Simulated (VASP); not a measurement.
# TiO2 (P1) in VASP: notebook

The runs below take TiO2 through single point, with PBE.

Everything below comes from runs of VASP 6.6.1. Logs are shortened: lines on timing, memory, paths and dates and some standing lists are left out, and cuts for length are marked.

### 1 The cell of the first run

The typed cell holds 12 atoms: a = 6.743 Å, b = 6.743 Å, c = 6.743 Å, α = 94.93°, β = 94.93°, γ = 145.89°.

### 2 Single point, PBE

The input, INCAR:

```
SYSTEM = TiO2
  ALGO = Normal
  EDIFF = 1E-7
  ENCUT = 520
  GGA = PE
  ISIF = 2
  ISMEAR = -1
  LASPH = .TRUE.
  LCHARG = .FALSE.
  LREAL = .FALSE.
  LWAVE = .FALSE.
  NBANDS = 60
  NELM = 60
  PREC = Accurate
  SIGMA = 0.24
```

The input, KPOINTS:

```
k-points
0
G
  3 3 2
  0 0 0
```

The input, POSCAR:

```
TiO2
1.0
   -4.5582430000      4.5582430000      1.9775720000
    4.5582430000     -4.5582430000      1.9775720000
    4.5582430000      4.5582430000     -1.9775720000
Ti O
4 8
Direct
    0.2569847213      0.0185485520      0.3022326804
   -0.0229585945      0.6787810890      0.6855053581
    0.8793159008      0.2244583164      0.2784186802
    0.7383230889      1.0065843466      0.7128843285
    0.4163591608      0.1051646940      0.6118366221
    0.1433598534      0.8272527481      0.0377009299
    0.1903527290      0.5123627666      0.7273416534
    0.2584925514      0.2637906455      0.3275494527
    0.8987993860      0.8840678327      0.7742566599
    0.7864562055      0.4415535752      0.3511769776
    0.7361086952      0.0555284804      1.0333477175
    0.4396858571      0.8113093094      0.3820002576
```

Potentials or basis: VASP PAW PBE potentials, release 64 (Ti_sv, O).

Command:

```sh
> cat potpaw_PBE.64/Ti_sv/POTCAR potpaw_PBE.64/O/POTCAR > POTCAR
> mpirun -np 1 vasp_std > vasp.out
```

OUTCAR:

```text
SYSTEM = TiO2
   EDIFF = 1E-7
   ENCUT = 520
   GGA = PE
   ISIF = 2
   ISMEAR = -1
   LASPH = .TRUE.
   LREAL = .FALSE.
   NELM = 60
   PREC = Accurate

 ion  position               nearest neighbor table
   1  0.257  0.019  0.302-   8 1.64   6 1.78  10 1.94   5 2.05  10 2.30
   2  0.977  0.679  0.686-   9 1.92   5 1.92   5 2.15  10 2.18   6 2.27
   3  0.879  0.224  0.278-  11 1.59  12 2.01  10 2.05  12 2.18   8 2.33
   4  0.738  0.007  0.713-   9 1.87   7 1.90   7 2.12  11 2.16  12 2.26
   5  0.416  0.105  0.612-   2 1.92   1 2.05   2 2.15
   6  0.143  0.827  0.038-   1 1.78   2 2.27
   7  0.190  0.512  0.727-   4 1.90   4 2.12
   8  0.258  0.264  0.328-   1 1.64   3 2.33
   9  0.899  0.884  0.774-   4 1.87   2 1.92
  10  0.786  0.442  0.351-   1 1.94   3 2.05   2 2.18   1 2.30
  11  0.736  0.056  0.033-   3 1.59   4 2.16
  12  0.440  0.811  0.382-   3 2.01   3 2.18   4 2.26

  LATTYP: Found a body centered tetragonal cell.
 ALAT       =     9.1164860000
 C/A-ratio  =     0.4338452338

  Lattice vectors:

 A1 = (  -4.5582430000,   4.5582430000,   1.9775720000)
 A2 = (   4.5582430000,  -4.5582430000,   1.9775720000)
 A3 = (   4.5582430000,   4.5582430000,  -1.9775720000)

Analysis of symmetry for initial positions (statically):
=====================================================================
 Subroutine PRICEL returns:
 Original cell was already a primitive cell.

 Routine SETGRP: Setting up the symmetry group for a
 body centered tetragonal supercell.

 Subroutine GETGRP returns: Found  1 space group operations
 (whereof  1 operations were pure point group operations)
 out of a pool of 16 trial point group operations.

The static configuration has the point symmetry C_1 .

Analysis of symmetry for dynamics (positions and initial velocities):
=====================================================================
 Subroutine PRICEL returns:
 Original cell was already a primitive cell.

 Routine SETGRP: Setting up the symmetry group for a
 body centered tetragonal supercell.

 Subroutine GETGRP returns: Found  1 space group operations
 (whereof  1 operations were pure point group operations)
 out of a pool of 16 trial point group operations.

The dynamic configuration has the point symmetry C_1 .

 Subroutine INISYM returns: Found  1 space group operations
 (whereof  1 operations are pure point group operations),
 and found     1 'primitive' translations

----------------------------------------------------------------------------------------

                                     Primitive cell

  volume of cell :     164.3566

  direct lattice vectors                    reciprocal lattice vectors
    -4.558243000  4.558243000  1.977572000     0.000000000  0.109691388  0.252835295
     4.558243000 -4.558243000  1.977572000     0.109691388  0.000000000  0.252835295
     4.558243000  4.558243000 -1.977572000     0.109691388  0.109691388  0.000000000

  length of vectors
     6.742844319  6.742844319  6.742844319     0.275604584  0.275604584  0.155127048

  position of ions in fractional coordinates (direct lattice)
     0.256984721  0.018548552  0.302232680
     0.977041406  0.678781089  0.685505358
     0.879315901  0.224458316  0.278418680
     0.738323089  0.006584347  0.712884329
     0.416359161  0.105164694  0.611836622
     0.143359853  0.827252748  0.037700930
     0.190352729  0.512362767  0.727341653
     0.258492551  0.263790646  0.327549453
     0.898799386  0.884067833  0.774256660
     0.786456206  0.441553575  0.351176978
     0.736108695  0.055528480  0.033347717
     0.439685857  0.811309309  0.382000258

  ion indices of the primitive-cell ions
   primitive index   ion index
                 1           1
                 2           2
                 3           3
                 4           4
                 5           5
                 6           6
                 7           7
                 8           8
                 9           9
                10          10
                11          11
                12          12

----------------------------------------------------------------------------------------

 KPOINTS: k-points

Automatic generation of k-mesh.
 Grid dimensions read from file:
 generate k-points for:    3    3    2

 Generating k-lattice:

  Cartesian coordinates                     Fractional coordinates (reciprocal lattice)
     0.000000000  0.036563796  0.084278432     0.333333333  0.000000000  0.000000000
     0.036563796  0.000000000  0.084278432     0.000000000  0.333333333  0.000000000
     0.054845694  0.054845694  0.000000000     0.000000000  0.000000000  0.500000000

  Length of vectors
     0.091868195  0.091868195  0.077563524

  Shift w.r.t. Gamma in fractional coordinates (k-lattice)
     0.000000000  0.000000000  0.000000000

 -----------------------------------------------------------------------------
|                                                                             |
[... 64 lines left out ...]
   TEBEG  =    0.0;   TEEND  =   0.0 temperature during run
   PSTRESS=    0.0 pullay stress
   NELECT =      96.0000    total number of electrons
   NUPDOWN=      -1.0000    fix difference up-down
   EMIN   =  10.00;   EMAX   =-10.00  energy-range for DOS
   EFERMI =   0.00;   METHOD = LEGACY
   ISMEAR =    -1;   SIGMA  =   0.24  broadening in eV -4-tet -1-fermi 0-gaus
   EFERMI_NEDOS =   21; number of points for ismear=-14 and -15
   IALGO  =     38    algorithm
   IMIX   =      4    mixing-type and parameters
     AMIX     =   0.40;   BMIX     =  1.00
     AMIX_MAG =   1.60;   BMIX_MAG =  1.00
  volume/ion in A,a.u.               =      13.70        92.43
  Fermi-wavevector in a.u.,A,eV,Ry     =   1.368473  2.586039 25.479872  1.872718
  Thomas-Fermi vector in A             =   2.494434
   LORBIT       =      0    0 simple, 1 ext, 2 COOP (PROOUT), +10 PAW based schemes
   GGA     = PE    functional components
   LHFCALC =     F    Hartree Fock is set to
   AEXX    =    0.0000 exact exchange contribution
   IVDW    =     0    specifies the selected vdW correction
   LEPSILON=     F    determine dielectric tensor
   LRPA    =     F    only Hartree local field effects (RPA)
 non-spin polarized calculation
  energy-cutoff  :      520.00
  volume of cell :      164.36
 maximum number of plane-waves:      4451
 NGX is ok and might be reduce to    50
   NGX = 25   NGY = 25   NGZ = 25

 number of electron      95.9999999 magnetization

 Free energy of the ion-electron system (eV)
  ---------------------------------------------------
  ext. energy  EPLUGINS =         0.00000000
  ---------------------------------------------------
  free energy    TOTEN  =      -102.51363473 eV

  energy without entropy =     -102.29075714  energy(sigma->0) =     -102.40219593

 E-fermi :   2.9581     XC(G=0):  -9.7402

 val. band max:        2.2525689456   @ k =  -0.3333   0.3333   0.5000
 cond. band min:       3.5659211994   @ k =   0.0000   0.0000   0.0000
 fundamental gap:      1.3133522538
 Fermi energy:         2.9580888109

 k-point     1 :       0.0000    0.0000    0.0000
  band No.  band energies     occupation
      1     -55.4453      2.00000
      2     -55.3128      2.00000
      3     -54.3606      2.00000
      4     -53.2199      2.00000
      5     -31.6996      2.00000
      6     -31.6100      2.00000
[... 52 lines left out ...]
     59       5.9133      0.00001
     60       6.4020      0.00000

 k-point     2 :       0.3333    0.0000    0.0000
  band No.  band energies     occupation
      1     -55.4444      2.00000
      2     -55.3120      2.00000
      3     -54.3599      2.00000
      4     -53.2191      2.00000
      5     -31.6943      2.00000
      6     -31.6471      2.00000
[... 493 lines left out ...]
     59       6.2430      0.00000
     60       6.3394      0.00000

 k-point    10 :      -0.3333    0.3333    0.5000
  band No.  band energies     occupation
      1     -55.4453      2.00000
      2     -55.3128      2.00000
      3     -54.3606      2.00000
      4     -53.2199      2.00000
      5     -31.6878      2.00000
      6     -31.6102      2.00000
[... 52 lines left out ...]
     59       6.0525      0.00001
     60       6.4895      0.00000

------------------------ aborting loop because EDIFF is reached ----------------------------------------

  FORCE on cell =-STRESS in cart. coord.  units (eV):
  Direction    XX          YY          ZZ          XY          YZ          ZX
  --------------------------------------------------------------------------------------
  -------------------------------------------------------------------------------------
  Total       -2.6977208     -7.9329850    -14.5753774     -0.7185442     -1.2476922      0.7035268
  in kB      -26.2978558    -77.3321301   -142.0833366     -7.0044954    -12.1627229      6.8581031
  external PRESSURE =     -81.9044408 kB  Pullay stress =       0.0000000 kB

 VOLUME and BASIS-vectors are now :
 -----------------------------------------------------------------------------
  energy-cutoff  :      520.00
  volume of cell :      164.36
      direct lattice vectors                 reciprocal lattice vectors
    -4.558243000  4.558243000  1.977572000     0.000000000  0.109691388  0.252835295
     4.558243000 -4.558243000  1.977572000     0.109691388  0.000000000  0.252835295
     4.558243000  4.558243000 -1.977572000     0.109691388  0.109691388  0.000000000

 POSITION                                       TOTAL-FORCE (eV/Angst)
 -----------------------------------------------------------------------------------
      0.29080      2.46450     -0.05280        -3.153017      1.722760     -1.412454
      1.76516      4.48424      1.91887         2.343490      0.781337      0.390347
     -1.71590      4.25410      1.63220         3.035157      3.491455      0.926876
     -0.08594      6.58494      0.06333        -0.434015      1.695070     -0.589389
      1.37040      4.20740     -0.17860         1.381095      1.708185     -0.373280
      3.28920     -2.94550      1.84490        -2.142965     -1.730591     -0.245252
      4.78320      1.84760     -0.04870        -0.062399     -1.878388     -1.549050
      1.51720      1.46890      0.38510         3.561937     -3.314724     -0.589921
      3.46210      3.59640      1.99460        -0.964238     -2.133637     -0.089333
      0.02860      3.17290      1.73400         0.568882      1.170572      1.548215
     -2.95024      3.25426      1.49957        -3.514246     -3.269111      0.732446
      3.43520      0.04730      1.71850        -0.619680      1.757073      1.250796
 -----------------------------------------------------------------------------------
    total drift:                               -0.000345      0.000085      0.000027

  FREE ENERGIE OF THE ION-ELECTRON SYSTEM (eV)
  ---------------------------------------------------
  free  energy   TOTEN  =      -102.5136347271 eV

  energy  without entropy=     -102.2907571399  energy(sigma->0) =     -102.40219593
```

It took 3.2 min on 1 thread of AMD EPYC 9R45 (Zen 5), shared host; peak memory 0.34 GiB.

Results:

```yaml
Free_energy: -102.5136 eV
Pressure: -8.2 GPa
Largest_force: 4.901 eV/Å
Band_gap_on_the_k_mesh: 1.31 eV, indirect (least direct gap 1.45 eV)
```

Forces on the atoms (eV/Å):
```
Ti  -3.153  1.723 -1.412
Ti   2.343  0.781  0.390
Ti   3.035  3.491  0.927
Ti  -0.434  1.695 -0.589
O    1.381  1.708 -0.373
O   -2.143 -1.731 -0.245
O   -0.062 -1.878 -1.549
O    3.562 -3.315 -0.590
O   -0.964 -2.134 -0.089
O    0.569  1.171  1.548
O   -3.514 -3.269  0.732
O   -0.620  1.757  1.251
```

Caveat: the k points lie up to 0.58 Å⁻¹ apart; forces of over 1 eV/Å act on the atoms, so gaps and moduli don't describe the material at rest. A k mesh can miss the band edges.

### 3 Single point, PBE

The input, INCAR:

```
ALGO     = Normal         # electronic algorithm
EDIFF    = 1E-6           # SCF threshold, eV
ENCUT    = 520            # plane-wave cutoff, eV
GGA      = PE             # functional
ISIF     = 2              # what is computed and relaxed
ISMEAR   = -1             # smearing method
LASPH    = T              # aspherical terms in the spheres
LCHARG   = T              # write CHGCAR
LELF     = T              # ELF
LREAL    = F              # projectors in reciprocal space
LVHAR    = T            
LWAVE    = F              # write WAVECAR
NBANDS   = 60             # bands
NELM     = 80             # most SCF steps
PREC     = Accurate       # precision mode
SIGMA    = 0.24           # smearing width, eV
```

The input, KPOINTS:

```
k-points
0
Gamma
  3 3 2
```

The input, POSCAR:

```
TiO2
1.0
   -4.5582430000      4.5582430000      1.9775720000
    4.5582430000     -4.5582430000      1.9775720000
    4.5582430000      4.5582430000     -1.9775720000
Ti O
4 8
Direct
    0.2401191892      0.0541264722      0.2979876237
   -0.0285430746      0.6635986124      0.7584391618
    0.9730996944      0.3157521155      0.3252459336
    0.7243307087      1.0021241480      0.7301826603
    0.5341866188      0.1759455158      0.7238863746
    0.0728590918      0.8032172583      0.0224538271
    0.1414211109      0.4981923493      0.6657060626
    0.1031021898      0.1795241796      0.3681352662
    0.8840126667      0.8653212543      0.6758963925
    0.7558632926      0.4762380071      0.3410085860
    0.8489933824      0.1833531346      1.0205138252
    0.5194441391      0.8680543383      0.4070537705
```

Potentials or basis: VASP PAW PBE potentials, release 64 (Ti_sv, O).

Command:

```sh
> cat potpaw_PBE.64/Ti_sv/POTCAR potpaw_PBE.64/O/POTCAR > POTCAR
> mpirun -np 1 vasp_std > vasp.out
```

It took 2.9 min on 1 thread of AMD EPYC 9R45 (Zen 5), shared host; peak memory 0.33 GiB.

It converged, with:

```
Free energy            : -104.2098 eV
Pressure               : -10.8 GPa
Largest force          : 3.348 eV/Å
Band gap on the k mesh : 1.99 eV, indirect (least direct gap 2.14 eV)
```

Forces in eV/Å, atoms in the order of the input:
```
Ti  -1.745  1.838 -0.007
Ti  -1.087 -2.444  1.014
Ti   0.733 -2.186  0.096
Ti  -0.747  0.473  0.260
O   -0.562 -0.573 -0.662
O    2.870  1.611  0.614
O    0.857  0.028  0.139
O   -2.007  1.031  0.486
O    1.872  0.184 -1.009
O   -0.155  0.354 -0.245
O   -0.040  0.778 -0.270
O    0.013 -1.095 -0.416
```

Stress tensor (GPa, compression positive):
```
 -9.10  -0.30   0.80
 -0.30  -7.57  -0.88
  0.80  -0.88 -15.87
```

Levels at points of the mesh, in eV from the valence-band top:
| k point | band 44 | band 45 | band 46 | band 47 | band 48 | band 49 | band 50 | band 51 | band 52 | band 53 |
| --- | --- | --- | --- | --- | --- | --- | --- | --- | --- | --- |
| (0.00, 0.00, 0.00) | -0.91 | -0.76 | -0.71 | -0.48 | -0.17 | 1.99 | 2.30 | 2.67 | 2.73 | 2.85 |
| (0.00, 0.00, 0.50) | -0.98 | -0.77 | -0.71 | -0.58 | -0.27 | 2.13 | 2.33 | 2.60 | 2.85 | 2.90 |

Caveat: the k points lie up to 0.58 Å⁻¹ apart; forces of over 1 eV/Å act on the atoms, so gaps and moduli don't describe the material at rest.

### 4 Single point, PBE

The input, INCAR:

```
  PREC = Accurate
  ENCUT = 520
  EDIFF = 1E-6
  ISMEAR = -1
  SIGMA = 0.24
  LREAL = False
  LASPH = True
  NELM = 60
  ALGO = Normal
  ISIF = 2
  LWAVE = False
  LCHARG = True
  GGA = PE
  LELF = True
  LVHAR = True
  NBANDS = 60
```

The input, KPOINTS:

```
Automatic mesh
0
Gamma
  3 3 2
```

The input, POSCAR:

```
TiO2
1.0
   -4.5582430000      4.5582430000      1.9775720000
    4.5582430000     -4.5582430000      1.9775720000
    4.5582430000      4.5582430000     -1.9775720000
Ti O
4 8
Direct
    0.2793389154      0.0498755016      0.3343722570
    0.0110574143      0.7251044715      0.7570460811
    1.0041394464      0.3636733721      0.2878521395
    0.7095066380      0.9988067039      0.7296890490
    0.5366633901      0.2111322589      0.6863061052
    0.1334721795      0.8568978503      0.0270169888
    0.1781116340      0.5536181614      0.6857137717
    0.1300423653      0.1784272364      0.3482153102
    0.8523188362      0.8611928694      0.7333198340
    0.8758823318      0.5708086444      0.3966659961
    0.8568770945      0.1749915522      1.0076470254
    0.4947070591      0.8850877387      0.3622338695
```

Command:

```sh
> cat potpaw_PBE.64/Ti_sv/POTCAR potpaw_PBE.64/O/POTCAR > POTCAR
> mpirun -np 1 vasp_std > vasp.out
```

Wall time 2.7 min (1 thread of AMD EPYC 9R45 (Zen 5), shared host); peak memory 0.33 GiB.

It converged, with:

```
Free energy            : -105.6154 eV
Pressure               : -13.8 GPa
Largest force          : 2.652 eV/Å
Band gap on the k mesh : 1.76 eV, indirect (least direct gap 2.12 eV)
```

Forces in eV/Å, atoms in the order of the input:
```
Ti   0.454 -0.457 -0.172
Ti  -0.730 -0.904  0.090
Ti  -0.252  1.407 -0.087
Ti  -0.976 -0.433  0.067
O   -0.091 -0.358 -0.587
O    1.580  2.107  0.314
O   -0.143  0.143 -0.032
O   -0.304 -0.010  0.545
O    0.144 -1.251  0.176
O   -1.248 -0.620 -0.224
O    2.005  0.606  0.210
O   -0.439 -0.230 -0.301
```

Stress tensor (GPa, compression positive):
```
-12.77   3.42  -0.58
  3.42 -11.97  -0.30
 -0.58  -0.30 -16.55
```

Levels at points of the mesh, in eV from the valence-band top:
| k point | band 45 | band 46 | band 47 | band 48 | band 49 | band 50 | band 51 | band 52 |
| --- | --- | --- | --- | --- | --- | --- | --- | --- |
| (0.00, 0.00, 0.00) | -0.75 | -0.67 | -0.53 | -0.41 | 1.76 | 2.66 | 2.72 | 2.85 |
| (0.00, 0.00, 0.50) | -0.93 | -0.68 | -0.53 | -0.22 | 1.90 | 2.44 | 2.70 | 2.88 |

Caveat: the k points lie up to 0.58 Å⁻¹ apart; forces of over 1 eV/Å act on the atoms, so gaps and moduli don't describe the material at rest. A k mesh can miss the band edges.
